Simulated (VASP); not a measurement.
Set up this calculation in VASP 6.6.1, as the native input.

```
Task                   : single point
Functional             : PBE
Potentials or basis    : VASP PAW PBE potentials, release 64 (Mg)
Cutoff                 : 520 eV
k mesh                 : 18 × 18 × 18
Occupations            : gaussian, width 0.15 eV
Spin                   : no spin polarisation
Dipole correction      : no
Further INCAR settings : ALGO = Fast; EDIFF = 1e-07; NBANDS = 7
```

The structure of Mg lies in POSCAR:

```
Mg
1.0
   -1.7070500000      1.7070500000      1.7048661797
    1.7070500000     -1.7070500000      1.7048661797
    1.7070500000      1.7070500000     -1.7048661797
Mg
1
Direct
    0.0000000000      0.0000000000      0.0000000000
```

This isn't the form of Mg at room conditions, which is hcp.

The input as run:

INCAR

```
SYSTEM = Mg
PREC = Accurate ; ENCUT = 520
EDIFF = 1E-7 ; ISMEAR = 0
SIGMA = 0.15 ; LREAL = .False.
LASPH = .True. ; NELM = 100
ALGO = Fast ; ISIF = 2
LWAVE = .False. ; LCHARG = .False.
GGA = PE ; NBANDS = 7
```

KPOINTS

```
regular mesh
0
Gamma
  18 18 18
  0 0 0
```

Potentials or basis: VASP PAW PBE potentials, release 64 (Mg).

The run is started by

```bash
$ cat potpaw_PBE.64/Mg/POTCAR > POTCAR
$ mpirun -np 1 vasp_std > vasp.out
```

It gave:

```yaml
Pressure: 6.6 GPa
Band_gap_on_the_k_mesh: zero (bands 1 and 2 overlap by 4.92 eV)
```

Caveat: the cell stands under pressure.

It took 45 s on 1 thread of Intel Xeon 8259CL, on a shared host, peak memory 0.2 GiB.
